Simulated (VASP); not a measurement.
# H2ClF in VASP: further runs

H2ClF is run at these levels: r2SCAN+D3(BJ); tasks: single point.

All numbers are computed with VASP 6.6.1; they aren't measurements. Logs are shortened: lines on timing, memory, paths and dates and some standing lists are left out, and cuts for length are marked.

## (1) The cell of the first run

The cell holds a disordered packing, 12 atoms: a = 6.122 Å, b = 6.122 Å, c = 6.122 Å, α = 90.00°, β = 90.00°, γ = 90.00°.

## (2) Single point, r2SCAN+D3(BJ)

POSCAR reads:

```
H2ClF
1.0
    6.1224830000      0.0000000000      0.0000000000
    0.0000000000      6.1224830000      0.0000000000
    0.0000000000      0.0000000000      6.1224830000
F H Cl
3 6 3
Direct
    0.6470351959      0.0798672512      0.1658785485
    0.9537677720      0.1655516343      0.8444290324
    0.4971379586      0.7309516313      0.3211714706
    0.5986188057      0.1961206118      0.0741628381
    0.9611767190      0.0179404492      0.8847717810
    0.5058619206      0.8785541622      0.2775833172
    0.8825307549      0.7707008697      0.2054773608
    0.4642166982      0.5589036775      1.0800866851
    0.1033681860      0.2550984303      0.1524570307
    1.0070133138      0.7127824348      0.0460663013
    0.4845634222      0.4483679570      0.8983539865
    0.1778328529      0.2394458907      0.3496622476
```

INCAR.step1 reads:

```
PREC = Accurate ; ENCUT = 1110
ISMEAR = -1 ; SIGMA = 0.05
LREAL = False ; LASPH = True
NELM = 120 ; NBANDS = 36
GGA = PE ; ALGO = Normal
EDIFF = 1E-5 ; LWAVE = True
LCHARG = False ; GGA_COMPAT = False
```

INCAR.step2 reads:

```
PREC = Accurate ; ENCUT = 1110
EDIFF = 1E-6 ; ISMEAR = -1
SIGMA = 0.05 ; LREAL = False
LASPH = True ; NELM = 120
ALGO = Normal ; ISIF = 2
LWAVE = False ; LCHARG = False
METAGGA = R2SCAN ; LMIXTAU = True
IVDW = 12 ; VDW_S6 = 1.0
VDW_S8 = 0.78981345 ; VDW_A1 = 0.49484001
VDW_A2 = 5.73083694 ; NBANDS = 36
ISTART = 1 ; GGA_COMPAT = False
```

KPOINTS reads:

```
Automatic mesh
0
Gamma
  1 1 1
```

Potentials or basis: VASP PAW PBE potentials, release 64 (F_h, H_h, Cl).

Run with:

```sh
> cat potpaw_PBE.64/F_h/POTCAR potpaw_PBE.64/H_h/POTCAR potpaw_PBE.64/Cl/POTCAR > POTCAR
> cp INCAR.step1 INCAR
> mpirun -np 1 vasp_gam > vasp.out
> cp INCAR.step2 INCAR
> mpirun -np 1 vasp_gam > vasp.out
```

OUTCAR:

```text
PREC = Accurate
   ENCUT = 1110
   EDIFF = 1E-6
   ISMEAR = -1
   LREAL = False
   LASPH = True
   NELM = 120
   ISIF = 2
   METAGGA = R2SCAN
   IVDW = 12
   ISTART = 1
 IVDW          = 12

 ion  position               nearest neighbor table
   1  0.647  0.080  0.166-   4 0.95
   2  0.954  0.166  0.844-   5 0.94
   3  0.497  0.731  0.321-   6 0.94
   4  0.599  0.196  0.074-   1 0.95
   5  0.961  0.018  0.885-   2 0.94
   6  0.506  0.879  0.278-   3 0.94
   7  0.883  0.771  0.205-  10 1.29
   8  0.464  0.559  0.080-  11 1.31
   9  0.103  0.255  0.152-  12 1.29
  10  0.007  0.713  0.046-   7 1.29
  11  0.485  0.448  0.898-   8 1.31
  12  0.178  0.239  0.350-   9 1.29

  LATTYP: Found a simple cubic cell.
 ALAT       =     6.1224830000

  Lattice vectors:

 A1 = (   6.1224830000,   0.0000000000,   0.0000000000)
 A2 = (   0.0000000000,   6.1224830000,   0.0000000000)
 A3 = (   0.0000000000,   0.0000000000,   6.1224830000)

Analysis of symmetry for initial positions (statically):
=====================================================================
 Subroutine PRICEL returns:
 Original cell was already a primitive cell.

 Routine SETGRP: Setting up the symmetry group for a
 simple cubic supercell.

 Subroutine GETGRP returns: Found  1 space group operations
 (whereof  1 operations were pure point group operations)
 out of a pool of 48 trial point group operations.

The static configuration has the point symmetry C_1 .

Analysis of symmetry for dynamics (positions and initial velocities):
=====================================================================
 Subroutine PRICEL returns:
 Original cell was already a primitive cell.

 Routine SETGRP: Setting up the symmetry group for a
 simple cubic supercell.

 Subroutine GETGRP returns: Found  1 space group operations
 (whereof  1 operations were pure point group operations)
 out of a pool of 48 trial point group operations.

The dynamic configuration has the point symmetry C_1 .

 Subroutine INISYM returns: Found  1 space group operations
 (whereof  1 operations are pure point group operations),
 and found     1 'primitive' translations

[... 97 lines left out ...]
   ISYM   =      2    0-nonsym 1-usesym 2-fastsym
   POTIM  = 0.5000    time-step for ionic-motion
   TEBEG  =    0.0;   TEEND  =   0.0 temperature during run
   PSTRESS=    0.0 pullay stress
   NELECT =      48.0000    total number of electrons
   NUPDOWN=      -1.0000    fix difference up-down
   EMIN   =  10.00;   EMAX   =-10.00  energy-range for DOS
   EFERMI =   0.00;   METHOD = LEGACY
   ISMEAR =    -1;   SIGMA  =   0.05  broadening in eV -4-tet -1-fermi 0-gaus
   EFERMI_NEDOS =   21; number of points for ismear=-14 and -15
   IALGO  =     38    algorithm
   IMIX   =      4    mixing-type and parameters
     AMIX     =   0.40;   BMIX     =  1.00
     AMIX_MAG =   1.60;   BMIX_MAG =  1.00
  volume/ion in A,a.u.               =      19.13       129.06
  Fermi-wavevector in a.u.,A,eV,Ry     =   0.971764  1.836368 12.848336  0.944326
  Thomas-Fermi vector in A             =   2.102008
   LORBIT       =      0    0 simple, 1 ext, 2 COOP (PROOUT), +10 PAW based schemes
   METAGGA = R2SCAN    functional components
   LHFCALC =     F    Hartree Fock is set to
   AEXX    =    0.0000 exact exchange contribution
   IVDW    =    12    specifies the selected vdW correction
   LEPSILON=     F    determine dielectric tensor
   LRPA    =     F    only Hartree local field effects (RPA)
 non-spin polarized calculation
  energy-cutoff  :     1110.00
  volume of cell :      229.50
 maximum number of plane-waves:      9655
 NGX is ok and might be reduce to    70
   NGX = 33   NGY = 33   NGZ = 33

 number of electron      48.0000002 magnetization

 Free energy of the ion-electron system (eV)
  ---------------------------------------------------
  ext. energy  EPLUGINS =         0.00000000
  ---------------------------------------------------
  free energy    TOTEN  =       -60.71708246 eV

  energy without entropy =      -60.71708246  energy(sigma->0) =      -60.71708246

 E-fermi :  -2.9739     XC(G=0):  -6.2936

 val. band max:       -4.2996947465   @ k =   0.0000   0.0000   0.0000
 cond. band min:       2.0424849950   @ k =   0.0000   0.0000   0.0000
 fundamental gap:      6.3421797415
 Fermi energy:        -2.9738779878

 k-point     1 :       0.0000    0.0000    0.0000
  band No.  band energies     occupation
      1     -28.6004      2.00000
      2     -28.1190      2.00000
      3     -27.8228      2.00000
      4     -19.0464      2.00000
      5     -18.7476      2.00000
      6     -18.1489      2.00000
[... 28 lines left out ...]
     35       7.6141      0.00000
     36       7.7317      0.00000

------------------------ aborting loop because EDIFF is reached ----------------------------------------

 Edisp (eV)   -0.25965

 E8    (eV) :    -0.0508

  FORCE on cell =-STRESS in cart. coord.  units (eV):
  Direction    XX          YY          ZZ          XY          YZ          ZX
  --------------------------------------------------------------------------------------
  -------------------------------------------------------------------------------------
  Total       0.28150     0.29683    -0.63915    -0.12910    -0.34541    -0.29649
  in kB       1.96516     2.07223    -4.46203    -0.90128    -2.41133    -2.06982
  external pressure =       -0.14 kB  Pullay stress =        0.00 kB

 VOLUME and BASIS-vectors are now :
 -----------------------------------------------------------------------------
  energy-cutoff  :     1110.00
  volume of cell :      229.50
      direct lattice vectors                 reciprocal lattice vectors
     6.122483000  0.000000000  0.000000000     0.163332426  0.000000000  0.000000000
     0.000000000  6.122483000  0.000000000     0.000000000  0.163332426  0.000000000
     0.000000000  0.000000000  6.122483000     0.000000000  0.000000000  0.163332426

 POSITION                                       TOTAL-FORCE (eV/Angst)
 -----------------------------------------------------------------------------------
      3.96146      0.48899      1.01559         0.017681     -0.031744      0.018387
      5.83943      1.01359      5.17000         0.036005     -0.038869     -0.010406
      3.04372      4.47524      1.96637        -0.024169     -0.026013     -0.000368
      3.66503      1.20075      0.45406        -0.034848      0.014448     -0.013706
      5.88479      0.10984      5.41700        -0.028586      0.025306      0.008879
      3.09713      5.37893      1.69950         0.043302      0.039244     -0.046964
      5.40328      4.71860      1.25803         0.131976     -0.052597     -0.167903
      2.84216      3.42188      0.49033         0.030295     -0.075097     -0.155929
      0.63287      1.56184      0.93342         0.094532     -0.021111      0.222381
      0.04294      4.36400      0.28204        -0.133860      0.069851      0.190783
      2.96673      2.74513      5.50016        -0.012933      0.085473      0.146930
      1.08878      1.46600      2.14080        -0.119395      0.011108     -0.192085
 -----------------------------------------------------------------------------------
    total drift:                               -0.001001      0.000873      0.000578

  FREE ENERGIE OF THE ION-ELECTRON SYSTEM (eV)
  ---------------------------------------------------
  free  energy   TOTEN  =       -60.9767328453 eV

  energy  without entropy=      -60.9767328453  energy(sigma->0) =      -60.97673285
```

OSZICAR.step1:

```text
N       E                     dE             d eps       ncg     rms          rms(c)
DAV:   1     0.667821057239E+03    0.66782E+03   -0.34433E+04    72   0.213E+03
DAV:   2     0.851364724176E+02   -0.58268E+03   -0.54538E+03   108   0.326E+02
DAV:   3    -0.408654699932E+02   -0.12600E+03   -0.12442E+03    92   0.161E+02
DAV:   4    -0.450050312188E+02   -0.41396E+01   -0.41226E+01    88   0.332E+01
DAV:   5    -0.450858652320E+02   -0.80834E-01   -0.80632E-01    96   0.469E+00    0.159E+01
DAV:   6    -0.431281065221E+02    0.19578E+01   -0.60285E+00    84   0.154E+01    0.802E+00
DAV:   7    -0.430733263793E+02    0.54780E-01   -0.50803E-01    80   0.410E+00    0.508E+00
DAV:   8    -0.430606404120E+02    0.12686E-01   -0.89669E-02    96   0.227E+00    0.949E-01
DAV:   9    -0.430613577056E+02   -0.71729E-03   -0.83768E-03    88   0.565E-01    0.415E-01
DAV:  10    -0.430614941829E+02   -0.13648E-03   -0.25079E-03    80   0.261E-01    0.179E-01
DAV:  11    -0.430613947536E+02    0.99429E-04   -0.23118E-04    96   0.103E-01    0.679E-02
DAV:  12    -0.430613115303E+02    0.83223E-04   -0.86080E-05    80   0.592E-02    0.148E-02
DAV:  13    -0.430612797676E+02    0.31763E-04   -0.20658E-05    72   0.320E-02    0.171E-02
DAV:  14    -0.430612775469E+02    0.22206E-05   -0.55768E-06    72   0.150E-02
   1 F= -.43061278E+02 E0= -.43061278E+02  d E =-.593011E-10
```

It took 1.7 min on 1 thread of Intel Xeon 6975P-C (Granite Rapids), shared host; peak memory 0.75 GiB.

What came out:

| Property | Result |
| --- | --- |
| Free energy | -60.9767 eV |
| Pressure | 0.0 GPa |
| Largest force | 0.243 eV/Å |
| Dispersion energy per atom | -0.022 eV |

Forces in eV/Å, atoms in the order of the input:
```
F    0.018 -0.032  0.018
F    0.036 -0.039 -0.010
F   -0.024 -0.026  0.000
H   -0.035  0.014 -0.014
H   -0.029  0.025  0.009
H    0.043  0.039 -0.047
H    0.132 -0.053 -0.168
H    0.030 -0.075 -0.156
H    0.095 -0.021  0.222
Cl  -0.134  0.070  0.191
Cl  -0.013  0.085  0.147
Cl  -0.119  0.011 -0.192
```

Caveat: the k points lie up to 1.03 Å⁻¹ apart, too coarse for converged energies, forces and pressures; the PAW data sets were made with another functional, which shifts forces and pressure a little.

## (3) Single point, r2SCAN+D3(BJ)

POSCAR reads:

```
H2ClF
1.0
    6.1224830000      0.0000000000      0.0000000000
    0.0000000000      6.1224830000      0.0000000000
    0.0000000000      0.0000000000      6.1224830000
F H Cl
3 6 3
Direct
    0.6521047098      0.0976564574      0.1677424012
    0.9514930462      0.1833896476      0.8702514976
    0.4840519770      0.7343589194      0.3094332806
    0.5940236992      0.2275710688      0.1015437691
    0.9344901407      0.0362434653      0.9051066373
    0.5078005117      0.8809334383      0.2680121774
    0.9078669553      0.7381318984      0.2234060919
    0.4477921784      0.5441256431      1.0842169754
    0.0425317637      0.2461582988      0.1767910176
    1.0067484058      0.6862248535      0.0465334081
    0.4895562797      0.4482658425      0.9037509782
    0.1651290824      0.2338757004      0.3550683603
```

INCAR.step1 reads:

```
SYSTEM = H2ClF
PREC     = Accurate       ! precision mode
ENCUT    = 1110           ! plane-wave cutoff, eV
ISMEAR   = -1             ! smearing method
SIGMA    = 0.05           ! smearing width, eV
LREAL    = .FALSE.        ! projectors in reciprocal space
LASPH    = .TRUE.         ! aspherical terms in the spheres
NELM     = 120            ! most SCF steps
NBANDS   = 36             ! bands
GGA      = PE             ! functional
ALGO     = Normal         ! electronic algorithm
EDIFF    = 1E-5           ! SCF threshold, eV
LWAVE    = .TRUE.         ! write WAVECAR
LCHARG   = .FALSE.        ! write CHGCAR
GGA_COMPAT= .FALSE.
```

INCAR.step2 reads:

```
SYSTEM = H2ClF
PREC     = Accurate       ! precision mode
ENCUT    = 1110           ! plane-wave cutoff, eV
EDIFF    = 1E-6           ! SCF threshold, eV
ISMEAR   = -1             ! smearing method
SIGMA    = 0.05           ! smearing width, eV
LREAL    = .FALSE.        ! projectors in reciprocal space
LASPH    = .TRUE.         ! aspherical terms in the spheres
NELM     = 120            ! most SCF steps
ALGO     = Normal         ! electronic algorithm
ISIF     = 2              ! what is computed and relaxed
LWAVE    = .FALSE.        ! write WAVECAR
LCHARG   = .FALSE.        ! write CHGCAR
METAGGA  = R2SCAN         ! meta-GGA
LMIXTAU  = .TRUE.       
IVDW     = 12             ! dispersion correction
VDW_S6   = 1.0          
VDW_S8   = 0.78981345   
VDW_A1   = 0.49484001   
VDW_A2   = 5.73083694   
NBANDS   = 36             ! bands
ISTART   = 1            
GGA_COMPAT= .FALSE.
```

KPOINTS reads:

```
regular mesh
0
G
  1 1 1
  0 0 0
```

Potentials or basis: VASP PAW PBE potentials, release 64 (F_h, H_h, Cl).

Run with:

```sh
> cat potpaw_PBE.64/F_h/POTCAR potpaw_PBE.64/H_h/POTCAR potpaw_PBE.64/Cl/POTCAR > POTCAR
> cp INCAR.step1 INCAR
> mpirun -np 1 vasp_gam > vasp.out
> cp INCAR.step2 INCAR
> mpirun -np 1 vasp_gam > vasp.out
```

Wall time 4.2 min (1 thread of Intel Xeon Platinum 8259CL at 2.50GHz (Skylake/Cascade Lake), shared host); peak memory 0.75 GiB.

The run converged. Its results:

| Quantity | Value |
| --- | --- |
| Free energy | -60.8106 eV |
| Pressure | 0.3 GPa |
| Largest force | 1.052 eV/Å |
| Dispersion energy per atom | -0.022 eV |

Forces in eV/Å, atoms in the order of the input:
```
F   -0.082 -0.160  0.293
F    0.032 -0.092 -0.090
F    0.060  0.154  0.107
H    0.034 -0.344 -0.203
H    0.002 -0.079 -0.034
H    0.022  0.007 -0.061
H    0.020 -0.002 -0.020
H   -0.167  0.503  0.436
H    0.698 -0.050  0.786
Cl  -0.120  0.328  0.079
Cl   0.042 -0.298 -0.580
Cl  -0.542  0.032 -0.713
```

Stress tensor (GPa, compression positive):
```
 0.23 -0.29 -0.59
-0.29  0.49  0.30
-0.59  0.30  0.24
```

Levels at points of the mesh, in eV from the Fermi level:
```csv
k point,band 21,band 22,band 23,band 24,band 25,band 26,band 27,band 28
"(0.00, 0.00, 0.00)",-2.31,-1.56,-1.33,-1.27,5.02,6.45,7.22,7.84
```

Caveat: the k points lie up to 1.03 Å⁻¹ apart, too coarse for converged energies, forces and pressures; the PAW data sets were made with another functional, which shifts forces and pressure a little.

## (4) Single point, r2SCAN+D3(BJ)

POSCAR reads:

```
H2ClF
1.0
    6.1224830000      0.0000000000      0.0000000000
    0.0000000000      6.1224830000      0.0000000000
    0.0000000000      0.0000000000      6.1224830000
F H Cl
3 6 3
Direct
    0.6620516545      0.1035200914      0.1866399629
    0.9588266721      0.1869666278      0.8950780263
    0.4794133361      0.7439465328      0.2982450094
    0.6010633268      0.2074321807      0.0961864655
    1.0069934045      0.0502573874      0.8606148845
    0.5371513486      0.8780261211      0.2651211935
    0.9623709858      0.7087810615      0.2537695899
    0.4379758996      0.5754854689      1.0646987505
    0.0546836961      0.2725854853      0.1813806588
    1.0172343476      0.6741055876      0.0521683768
    0.4851136377      0.4543091422      0.9040449765
    0.1525361524      0.2220014331      0.3694252806
```

INCAR.step1 reads:

```
SYSTEM = H2ClF
PREC = Accurate
ENCUT = 1110
ISMEAR = -1
SIGMA = 0.05
LREAL = .False.
LASPH = .True.
NELM = 120
NBANDS = 36
GGA = PE
ALGO = Normal
EDIFF = 1E-5
LWAVE = .True.
LCHARG = .False.
GGA_COMPAT = .False.
```

INCAR.step2 reads:

```
SYSTEM = H2ClF
PREC = Accurate
ENCUT = 1110
EDIFF = 1E-6
ISMEAR = -1
SIGMA = 0.05
LREAL = .False.
LASPH = .True.
NELM = 120
ALGO = Normal
ISIF = 2
LWAVE = .False.
LCHARG = .True.
METAGGA = R2SCAN
LMIXTAU = .True.
IVDW = 12
VDW_S6 = 1.0
VDW_S8 = 0.78981345
VDW_A1 = 0.49484001
VDW_A2 = 5.73083694
LELF = .True.
LVHAR = .True.
NBANDS = 36
ISTART = 1
GGA_COMPAT = .False.
```

KPOINTS reads:

```
Automatic mesh
0
Gamma
  1 1 1
  0 0 0
```

Run with:

```sh
> cat potpaw_PBE.64/F_h/POTCAR potpaw_PBE.64/H_h/POTCAR potpaw_PBE.64/Cl/POTCAR > POTCAR
> cp INCAR.step1 INCAR
> mpirun -np 1 vasp_gam > vasp.out
> cp INCAR.step2 INCAR
> mpirun -np 1 vasp_gam > vasp.out
```

It took 1.9 min on 1 thread of AMD EPYC 9R45 (Zen 5), shared host; peak memory 0.74 GiB.

Results (log left out):

```
Free energy                : -60.6378 eV
Pressure                   : 1.4 GPa
Largest force              : 1.595 eV/Å
Dispersion energy per atom : -0.022 eV
```

Forces in eV/Å, atoms in the order of the input:
```
F    0.421 -1.158  1.012
F   -0.271  0.780 -0.193
F   -0.502 -1.260  0.519
H   -0.558  0.979 -0.839
H    0.205 -0.820 -0.072
H    0.492  1.451 -0.403
H    0.155  0.043 -0.534
H   -0.120  0.536  0.790
H    0.580 -0.423  1.052
Cl  -0.331  0.327  0.577
Cl   0.271 -0.793 -1.050
Cl  -0.343  0.338 -0.858
```

Stress tensor (GPa, compression positive):
```
 1.06 -0.31 -0.41
-0.31  2.42  0.36
-0.41  0.36  0.60
```

Levels at points of the mesh, in eV from the Fermi level:
| k point | band 20 | band 21 | band 22 | band 23 | band 24 | band 25 | band 26 | band 27 | band 28 | band 29 |
| --- | --- | --- | --- | --- | --- | --- | --- | --- | --- | --- |
| (0.00, 0.00, 0.00) | -2.31 | -2.25 | -1.43 | -1.36 | -1.30 | 4.77 | 6.12 | 7.15 | 8.04 | 8.45 |

Caveat: the k points lie up to 1.03 Å⁻¹ apart, too coarse for converged energies, forces and pressures; the PAW data sets were made with another functional, which shifts forces and pressure a little.

## (5) The runs side by side

```csv
cell,pressure (GPa),largest force (eV/Å)
"as given, atomic positions A",0.0,0.24
"as given, atomic positions B",0.3,1.05
"as given, atomic positions C",1.4,1.59
```

Alike in all rows: task single point; level r2SCAN+D3(BJ); potentials or basis VASP PAW PBE potentials, release 64 (F_h, H_h, Cl); no spin polarisation; k mesh 1 × 1 × 1; cutoff (eV) 1110; smearing fermi-dirac 0.05 eV.

Caveats: all runs use coarse meshes; the PAW data sets were made with another functional, which shifts forces and pressure a little.

Total energies depend on the potentials used, so only differences within one code and one set of settings carry meaning.
